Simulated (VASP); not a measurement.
Write the native input for VASP 6.6.1 that does the following.

- Task: single point
- Functional: PBEsol
- Potentials or basis: VASP PAW PBE potentials, release 64 (C)
- Cutoff: 600 eV
- k mesh: 9 × 9 × 9
- Occupations: gaussian, width 0.02 eV
- Spin: no spin polarisation
- Dipole correction: no
- Further INCAR settings: ALGO = Normal; EDIFF = 1e-06; NBANDS = 11

The structure of C lies in POSCAR:

```
C
1.0
    0.0204355626      1.7706156426      1.7706156426
    1.7706156426      0.0204355626      1.7706156426
    1.7706156426      1.7706156426      0.0204355626
C
2
Direct
    0.0001916485      0.0001916485      0.0001916485
    0.2498083515      0.2498083515      0.2498083515
```

This cell differs from its parent crystal: strained cell.

The input as run:

INCAR

```
SYSTEM = C
ALGO     = Normal         ! electronic algorithm
EDIFF    = 1E-6           ! SCF threshold, eV
ENCUT    = 600            ! plane-wave cutoff, eV
GGA      = PS             ! functional
GGA_COMPAT= .FALSE.      
ISIF     = 2              ! what is computed and relaxed
ISMEAR   = 0              ! smearing method
LASPH    = .TRUE.         ! aspherical terms in the spheres
LCHARG   = .FALSE.        ! write CHGCAR
LREAL    = .FALSE.        ! projectors in reciprocal space
LWAVE    = .FALSE.        ! write WAVECAR
NBANDS   = 11             ! bands
NELM     = 120            ! most SCF steps
PREC     = Accurate       ! precision mode
SIGMA    = 0.02           ! smearing width, eV
```

KPOINTS

```
k-points
0
G
  9 9 9
  0 0 0
```

Potentials or basis: VASP PAW PBE potentials, release 64 (C).

The run is started by

```bash
$ cat potpaw_PBE.64/C/POTCAR > POTCAR
$ mpirun -np 1 vasp_std > vasp.out
```

It gave:

```
Pressure               : 14.0 GPa
Largest force          : 0.006 eV/Å
Band gap on the k mesh : 4.09 eV, indirect (least direct gap 5.27 eV)
```

Caveat: the cell differs from its parent crystal (strained cell); the PAW data sets were made with another functional, which shifts forces and pressure a little.

Run time: 13 s on 1 thread of AMD EPYC 7R43 64-Core Processor (Zen 3), on a shared host, peak memory 0.08 GiB.
